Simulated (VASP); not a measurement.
# Ti3H in VASP: a series of runs

Ti3H is run at these levels: PBE; tasks: single point, relaxation of the atoms.

Program: VASP 6.6.1. These are calculated values, not measurements. Logs are shortened: lines on timing, memory, paths and dates and some standing lists are left out, and cuts for length are marked.

**1. The cell of the first run**

The cell holds a slab with vacuum, 4 atoms: a = 2.819 Å, b = 2.819 Å, c = 19.826 Å, α = 90.00°, β = 90.00°, γ = 109.47°.

**2. Single point, PBE**

INCAR reads:

```
SYSTEM = Ti3H
ALGO     = Normal         ! electronic algorithm
DIPOL    = 0.5 0.5 0.357
EDIFF    = 1E-6           ! SCF threshold, eV
ENCUT    = 520            ! plane-wave cutoff, eV
GGA      = PE             ! functional
IDIPOL   = 3            
ISIF     = 2              ! what is computed and relaxed
ISMEAR   = 0              ! smearing method
LASPH    = .True.         ! aspherical terms in the spheres
LCHARG   = .True.         ! write CHGCAR
LDIPOL   = .True.       
LELF     = .True.         ! ELF
LREAL    = .False.        ! projectors in reciprocal space
LVACPOTAV= .True.       
LVHAR    = .True.       
LWAVE    = .False.        ! write WAVECAR
NBANDS   = 26             ! bands
NELM     = 60             ! most SCF steps
PREC     = Accurate       ! precision mode
SIGMA    = 0.1            ! smearing width, eV
```

KPOINTS reads:

```
k-points
0
Gamma
  10 10 1
  0 0 0
```

POSCAR reads:

```
Ti3H
1.0
    2.8192036097      0.0000000000      0.0000000000
   -0.9397345366      2.6579706533      0.0000000000
    0.0000000000      0.0000000000     19.8263799740
Ti H
3 1
Direct
    0.5000000000      0.5000000000      0.2017514042
    0.0000000000      0.0000000000      0.3111715134
    0.5000000000      0.5000000000      0.4199647129
    0.6666666667      0.8333333333      0.4951130976
```

Potentials or basis: VASP PAW PBE potentials, release 64 (Ti_sv, H).

Started as:

```sh
$ cat potpaw_PBE.64/Ti_sv/POTCAR potpaw_PBE.64/H/POTCAR > POTCAR
$ mpirun -np 1 vasp_std > vasp.out
```

OUTCAR:

```text
SYSTEM = Ti3H
   EDIFF = 1E-6
   ENCUT = 520
   GGA = PE
   ISIF = 2
   ISMEAR = 0
   LASPH = .True.
   LREAL = .False.
   NELM = 60
   PREC = Accurate

 ion  position               nearest neighbor table
   1  0.500  0.500  0.202-   2 2.71   2 2.71
   2  0.000  0.000  0.311-   3 2.70   3 2.70   1 2.71   1 2.71
   3  0.500  0.500  0.420-   4 1.74   2 2.70   2 2.70
   4  0.667  0.833  0.495-   3 1.74

  LATTYP: Found a base centered orthorhombic cell.
 ALAT       =     3.2553359259
 B/A-ratio  =     1.4142135624
 C/A-ratio  =     6.0904252050

  Lattice vectors:

 A1 = (   2.8192036097,   0.0000000000,   0.0000000000)
 A2 = (  -0.9397345366,   2.6579706533,   0.0000000000)
 A3 = (   0.0000000000,   0.0000000000,  19.8263799740)

Analysis of symmetry for initial positions (statically):
=====================================================================
 Subroutine PRICEL returns:
 Original cell was already a primitive cell.

 Routine SETGRP: Setting up the symmetry group for a
 base centered orthorhombic supercell.

 Subroutine GETGRP returns: Found  1 space group operations
 (whereof  1 operations were pure point group operations)
 out of a pool of  8 trial point group operations.

The static configuration has the point symmetry C_1 .

Analysis of symmetry for dynamics (positions and initial velocities):
=====================================================================
 Subroutine PRICEL returns:
 Original cell was already a primitive cell.

 Routine SETGRP: Setting up the symmetry group for a
 base centered orthorhombic supercell.

 Subroutine GETGRP returns: Found  1 space group operations
 (whereof  1 operations were pure point group operations)
 out of a pool of  8 trial point group operations.

The dynamic configuration has the point symmetry C_1 .

 Subroutine INISYM returns: Found  1 space group operations
 (whereof  1 operations are pure point group operations),
 and found     1 'primitive' translations

----------------------------------------------------------------------------------------

                                     Primitive cell

  volume of cell :     148.5662

  direct lattice vectors                    reciprocal lattice vectors
     2.819203610  0.000000000  0.000000000     0.354710102  0.125408959  0.000000000
    -0.939734537  2.657970653  0.000000000     0.000000000  0.376226878  0.000000000
     0.000000000  0.000000000 19.826379974     0.000000000  0.000000000  0.050437851

  length of vectors
     2.819203610  2.819203610 19.826379974     0.376226878  0.376226878  0.050437851

  position of ions in fractional coordinates (direct lattice)
     0.500000000  0.500000000  0.201751404
     0.000000000  0.000000000  0.311171513
     0.500000000  0.500000000  0.419964713
     0.666666667  0.833333333  0.495113098

  ion indices of the primitive-cell ions
   primitive index   ion index
                 1           1
                 2           2
                 3           3
                 4           4

----------------------------------------------------------------------------------------

 KPOINTS: k-points

Automatic generation of k-mesh.
 Grid dimensions read from file:
 generate k-points for:   10   10    1

 Generating k-lattice:

  Cartesian coordinates                     Fractional coordinates (reciprocal lattice)
     0.035471010  0.012540896  0.000000000     0.100000000  0.000000000  0.000000000
     0.000000000  0.037622688  0.000000000     0.000000000  0.100000000  0.000000000
     0.000000000  0.000000000  0.050437851     0.000000000  0.000000000  1.000000000

  Length of vectors
     0.037622688  0.037622688  0.050437851

  Shift w.r.t. Gamma in fractional coordinates (k-lattice)
     0.000000000  0.000000000  0.000000000

 Subroutine IBZKPT returns following result:
 ===========================================

 Found     52 irreducible k-points:

 Following reciprocal coordinates:
            Coordinates               Weight
  0.000000  0.000000  0.000000      1.000000
  0.100000  0.000000  0.000000      2.000000
  0.000000  0.100000  0.000000      2.000000
  0.200000  0.000000  0.000000      2.000000
  0.000000  0.200000  0.000000      2.000000
  0.300000  0.000000  0.000000      2.000000
[... 16 lines left out ...]
 -0.300000  0.100000  0.000000      2.000000
  0.100000 -0.300000  0.000000      2.000000
 [... further k-points ...]
   k-points           NKPTS =     52   k-points in BZ     NKDIM =     52   number of bands    NBANDS=     26
   number of dos      NEDOS =    301   number of ions     NIONS =      4
   total plane-waves  NPLWV =  86400
   dimension x,y,z NGX =    24 NGY =   24 NGZ =  150
   dimension x,y,z NGXF=    48 NGYF=   48 NGZF=  300
   ions per type =               3   1
   NGX,Y,Z   is equivalent  to a cutoff of  14.15, 14.15, 12.58 a.u.
   NGXF,Y,Z  is equivalent  to a cutoff of  28.31, 28.31, 25.16 a.u.
 SYSTEM =  Ti3H
   PREC   = accura    normal or accurate (medium, high low for compatibility)
   ISTART =      0    job   : 0-new  1-cont  2-samecut
   ICHARG =      2    charge: 1-file 2-atom 10-const
   ISPIN  =      1    spin polarized calculation?
   LNONCOLLINEAR =      F non collinear calculations
   LSORBIT =      F    spin-orbit coupling
   LASPH  =      T    aspherical Exc in radial PAW
   ENCUT  =  520.0 eV  38.22 Ry    6.18 a.u.   5.24  5.24 36.86*2*pi/ulx,y,z
   NELM   =     60;   NELMIN=  2; NELMDL= -5     # of ELM steps
   EDIFF  = 0.1E-05   stopping-criterion for ELM
   LREAL  =      F    real-space projection
   EDIFFG = 0.1E-04   stopping-criterion for IOM
   NSW    =      0    number of steps for IOM
   IBRION =     -1    ionic relax: 0-MD 1-quasi-New 2-CG
   NFREE  =      0    steps in history (QN), initial steepest desc. (CG)
   ISIF   =      2    stress and relaxation
   ISYM   =      2    0-nonsym 1-usesym 2-fastsym
   POTIM  = 0.5000    time-step for ionic-motion
   TEBEG  =    0.0;   TEEND  =   0.0 temperature during run
   PSTRESS=    0.0 pullay stress
   NELECT =      37.0000    total number of electrons
   NUPDOWN=      -1.0000    fix difference up-down
   EMIN   =  10.00;   EMAX   =-10.00  energy-range for DOS
   EFERMI =   0.00;   METHOD = LEGACY
   ISMEAR =     0;   SIGMA  =   0.10  broadening in eV -4-tet -1-fermi 0-gaus
   EFERMI_NEDOS =   21; number of points for ismear=-14 and -15
   IALGO  =     38    algorithm
   IMIX   =      4    mixing-type and parameters
     AMIX     =   0.40;   BMIX     =  1.00
     AMIX_MAG =   1.60;   BMIX_MAG =  1.00
  volume/ion in A,a.u.               =      37.14       250.64
  Fermi-wavevector in a.u.,A,eV,Ry     =   1.029996  1.946410 14.434299  1.060891
  Thomas-Fermi vector in A             =   2.164071
   LORBIT       =      0    0 simple, 1 ext, 2 COOP (PROOUT), +10 PAW based schemes
   GGA     = PE    functional components
   LHFCALC =     F    Hartree Fock is set to
   AEXX    =    0.0000 exact exchange contribution
   IVDW    =     0    specifies the selected vdW correction
   LEPSILON=     F    determine dielectric tensor
   LRPA    =     F    only Hartree local field effects (RPA)
 non-spin polarized calculation
 Gauss-broadening in eV      SIGMA  =   0.10
  energy-cutoff  :      520.00
  volume of cell :      148.57
 maximum number of plane-waves:      4027
 NGX is ok and might be reduce to    24
   NGX = 11   NGY = 11   NGZ = 73

 dipolmoment           0.000000      0.000000     -0.163643 electrons x Angstroem

 number of electron      36.9999993 magnetization

 dipolmoment           0.000000      0.000000      0.057623 electrons x Angstroem

 Free energy of the ion-electron system (eV)
  ---------------------------------------------------
  ext. energy  EPLUGINS =         0.00000000
  ---------------------------------------------------
  free energy    TOTEN  =       -25.05724480 eV

  energy without entropy =      -25.01144403  energy(sigma->0) =      -25.03434442

 E-fermi :  -0.2397     XC(G=0):  -5.1148

 val. band max:       -0.2422966020   @ k =   0.1000   0.4000   0.0000
 cond. band min:      -0.2387228498   @ k =   0.0000   0.1000   0.0000
 fundamental gap:      0.0035737522
 Fermi energy:        -0.2397246671

 k-point     1 :       0.0000    0.0000    0.0000
  band No.  band energies     occupation
      1     -56.9008      2.00000
      2     -56.8690      2.00000
      3     -56.4858      2.00000
      4     -33.3571      2.00000
      5     -33.1877      2.00000
      6     -32.9273      2.00000
[... 18 lines left out ...]
     25       2.0877      0.00000
     26       2.4007      0.00000

 k-point     2 :       0.1000    0.0000    0.0000
  band No.  band energies     occupation
      1     -56.8935      2.00000
      2     -56.8622      2.00000
      3     -56.4806      2.00000
      4     -33.3419      2.00000
      5     -33.1920      2.00000
      6     -32.9602      2.00000
[... 18 lines left out ...]
     25       2.0485      0.00000
     26       2.2647      0.00000

 k-point     3 :       0.0000    0.1000    0.0000
  band No.  band energies     occupation
      1     -56.8935      2.00000
      2     -56.8622      2.00000
      3     -56.4806      2.00000
      4     -33.3418      2.00000
      5     -33.1922      2.00000
      6     -32.9447      2.00000
[... 18 lines left out ...]
     25       2.0668      0.00000
     26       2.2799      0.00000

 k-point     4 :       0.2000    0.0000    0.0000
  band No.  band energies     occupation
      1     -56.8744      2.00000
      2     -56.8443      2.00000
      3     -56.4670      2.00000
      4     -33.3043      2.00000
      5     -33.2090      2.00000
      6     -33.0714      2.00000
[... 18 lines left out ...]
     25       2.1198      0.00000
     26       2.2340      0.00000
[... 496 lines left out ...]
      1     -56.8304      2.00000
      2     -56.8012      2.00000
      3     -56.4315      2.00000
      4     -33.3400      2.00000
      5     -33.2822      2.00000
      6     -33.2309      2.00000
[... 18 lines left out ...]
     25       2.3559      0.00000
     26       2.6202      0.00000

 k-point    23 :      -0.3000    0.1000    0.0000
  band No.  band energies     occupation
      1     -56.8503      2.00000
      2     -56.8205      2.00000
      3     -56.4452      2.00000
      4     -33.2881      2.00000
      5     -33.2142      2.00000
      6     -33.1719      2.00000
[... 18 lines left out ...]
     25       1.9948      0.00000
     26       2.2930      0.00000

 k-point    24 :       0.1000   -0.3000    0.0000
  band No.  band energies     occupation
      1     -56.8504      2.00000
      2     -56.8205      2.00000
      3     -56.4452      2.00000
      4     -33.2850      2.00000
      5     -33.2106      2.00000
      6     -33.1475      2.00000
[... 18 lines left out ...]
     25       2.0003      0.00000
     26       2.2820      0.00000

 [... further k-points ...]

------------------------ aborting loop because EDIFF is reached ----------------------------------------

  FORCE on cell =-STRESS in cart. coord.  units (eV):
  Direction    XX          YY          ZZ          XY          YZ          ZX
  --------------------------------------------------------------------------------------
  -------------------------------------------------------------------------------------
  Total       -0.5707546     -0.1669916      0.6615955      0.5116231      1.7017791      0.0507196
  in kB       -6.1551684     -1.8008816      7.1348210      5.5174786     18.3524359      0.5469740
  external PRESSURE =      -0.2737430 kB  Pullay stress =       0.0000000 kB

 VOLUME and BASIS-vectors are now :
 -----------------------------------------------------------------------------
  energy-cutoff  :      520.00
  volume of cell :      148.57
      direct lattice vectors                 reciprocal lattice vectors
     2.819203610  0.000000000  0.000000000     0.354710102  0.125408959  0.000000000
    -0.939734537  2.657970653  0.000000000     0.000000000  0.376226878  0.000000000
     0.000000000  0.000000000 19.826379974     0.000000000  0.000000000  0.050437851

 POSITION                                       TOTAL-FORCE (eV/Angst)
 -----------------------------------------------------------------------------------
      0.93973      1.32899      4.00000        -0.019414     -0.015483     -0.000528
      0.00000      0.00000      6.16940         0.122723      0.095353     -0.320027
      0.93973      1.32899      8.32638        -0.258775     -1.315309      0.318984
      1.09636      2.21498      9.81630         0.155466      1.235438      0.001572
 -----------------------------------------------------------------------------------
    total drift:                                0.000036      0.000063     -0.000115

  FREE ENERGIE OF THE ION-ELECTRON SYSTEM (eV)
  ---------------------------------------------------
  free  energy   TOTEN  =       -25.0572447981 eV

  energy  without entropy=      -25.0114440320  energy(sigma->0) =      -25.03434442

 vacuum level on the upper side and lower side of the slab         5.448         4.054
```

Run time: 9.9 min. Hardware: 1 thread of Intel Xeon 8259CL, shared host; peak memory 0.38 GiB.

Results:

| Item | Value |
| --- | --- |
| Free energy | -25.0572 eV |
| Largest force | 1.378 eV/Å |
| Band gap on the k mesh | zero (an odd number of electrons rules out a gap without spin polarisation) |

Forces on the atoms (eV/Å):
```
Ti  -0.019 -0.015 -0.001
Ti   0.123  0.095 -0.320
Ti  -0.259 -1.315  0.319
H    0.155  1.235  0.002
```

Levels at points of the mesh, in eV from the Fermi level:
```tsv
k point	band 17	band 18	band 19	band 20	band 21	band 22
(0.00, 0.00, 0.00)	-0.40	-0.01	0.09	0.93	1.09	1.11
(0.50, 0.00, 0.00)	-0.37	-0.31	-0.12	0.25	0.88	1.62
(0.00, 0.50, 0.00)	-0.36	-0.29	-0.06	0.22	1.08	2.25
(0.50, 0.50, 0.00)	-1.12	-0.56	0.03	1.27	1.54	2.09
```

(Part 1 of 3 ends here.)
